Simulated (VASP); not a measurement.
Wanted: the native input for a VASP 6.6.1 run.

- Task: single point
- Functional: r2SCAN
- Potentials or basis: VASP PAW PBE potentials, release 64 (Ga_d, Lu, N)
- Cutoff: 520 eV
- k mesh: 8 × 8 × 8
- Occupations: gaussian, width 0.01 eV
- Spin: no spin polarisation
- Dipole correction: no
- Further INCAR settings: ALGO = Normal; EDIFF = 1e-06; NBANDS = 32

Crystal: LuGaN2.

```
Ga Lu N
1.0
     1.57621    0.91002    4.96356
    -1.57621    0.91002    4.96356
     0.00000   -1.82005    4.96356
Ga Lu N
1 1 2
Cartesian
  1.5762 0.9100 4.9636
  0.0000 0.0000 7.4453
  0.0000 0.0000 3.8177
  0.0000 0.0000 11.0730
```

These files were run (other wordings do the same):

POSCAR

```
LuGaN2
1.0
    1.5762062140      0.9100230820      4.9635634811
   -1.5762062140      0.9100230820      4.9635634811
    0.0000000000     -1.8200461639      4.9635634811
Ga Lu N
1 1 2
Direct
    1.0000000000      0.0000000000      0.0000000000
    0.5000000000      0.5000000000      0.5000000000
    0.2563826369      0.2563826369      0.2563826369
    0.7436173631      0.7436173631      0.7436173631
```

INCAR.step1

```
  PREC = Accurate
  ENCUT = 520
  ISMEAR = 0
  SIGMA = 0.01
  LREAL = False
  LASPH = True
  NELM = 60
  NBANDS = 32
  GGA = PE
  ALGO = Normal
  EDIFF = 1E-4
  LWAVE = True
  LCHARG = False
```

INCAR.step2

```
  PREC = Accurate
  ENCUT = 520
  EDIFF = 1E-6
  ISMEAR = 0
  SIGMA = 0.01
  LREAL = False
  LASPH = True
  NELM = 60
  ALGO = Normal
  ISIF = 2
  LWAVE = False
  LCHARG = True
  METAGGA = R2SCAN
  LMIXTAU = True
  LELF = True
  LVHAR = True
  NBANDS = 32
  ISTART = 1
```

KPOINTS

```
Automatic mesh
0
Gamma
  8 8 8
```

Potentials or basis: VASP PAW PBE potentials, release 64 (Ga_d, Lu, N).

The run is started by

```console
$ cat potpaw_PBE.64/Ga_d/POTCAR potpaw_PBE.64/Lu/POTCAR potpaw_PBE.64/N/POTCAR > POTCAR
$ cp INCAR.step1 INCAR
$ mpirun -np 1 vasp_std > vasp.out
$ cp INCAR.step2 INCAR
$ mpirun -np 1 vasp_std > vasp.out
```

It gave:

| Quantity | Value |
| --- | --- |
| Pressure | 16.5 GPa |
| Largest force | 0.278 eV/Å |
| Band gap on the k mesh | 1.79 eV (least direct gap 2.84 eV) |

Caveat: the cell stands under pressure; the PAW data sets were made with another functional, which shifts forces and pressure a little; spin-orbit coupling is left out, which moves the levels of the heavy elements.

It took 16 min on 1 thread of Oxide Virtual Turin-like Processor (shared host), peak memory 0.31 GiB.
